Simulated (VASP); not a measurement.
GaP: single point with r2SCAN

**Experimental background.**

“Stacking defects in GaP nanowires: Electronic structure and optical properties”, 2018, arxiv:1810.01194 quotes, for a bulk crystal of GaP at 10 K: band gap 2.34 eV (indirect).

GaP:

```xyz
2
Lattice="0.0000 2.7252 2.7252 2.7252 0.0000 2.7252 2.7252 2.7252 0.0000" Properties=species:S:1:pos:R:3 pbc="T T T"
Ga    0.0000    0.0000    0.0000
P     4.0879    4.0879    4.0879
```

| Quantity | Value |
| --- | --- |
| Program | VASP 6.6.1 |
| Task | single point |
| Functional | r2SCAN |
| Potentials or basis | VASP PAW PBE potentials, release 64 (Ga_d, P) |
| Cutoff | 520 eV |
| k mesh | 8 × 8 × 8, shifted |
| Occupations | gaussian, width 0.01 eV |
| Spin | no spin polarisation |
| Dipole correction | no |
| Further INCAR settings | ALGO = Normal; EDIFF = 1e-06; NBANDS = 16; ISYM = 0 |

```json
{"Pressure": "0.0 GPa", "Band gap on the k mesh": "2.06 eV (least direct gap 2.73 eV)"}
```

Levels at points of the mesh, in eV from the valence-band top:
```
           k point  band 6  band 7  band 8  band 9  band 10  band 11  band 12  band 13
(0.06, 0.06, 0.06)  -12.90   -0.48    0.00    0.00     2.73     4.36     4.36     4.37
```

It took 47 min on 1 thread of Intel Xeon 8259CL, with other jobs on the host, peak memory 0.7 GiB.

A measured gap of GaP is 2.34 eV (indirect; 10 K; quoted in “Stacking defects in GaP nanowires: Electronic structure and optical properties”, 2018, arxiv:1810.01194); the calculated 2.06 eV misses it by -0.28 eV. Spin-orbit coupling on Ga is left out. The value is that of r2SCAN on a finite k mesh, which can miss the band edges, without temperature or zero-point motion.

Caveat: the PAW data sets were made with another functional, which shifts forces and pressure a little; a shifted mesh leaves out Γ, where band edges can lie.
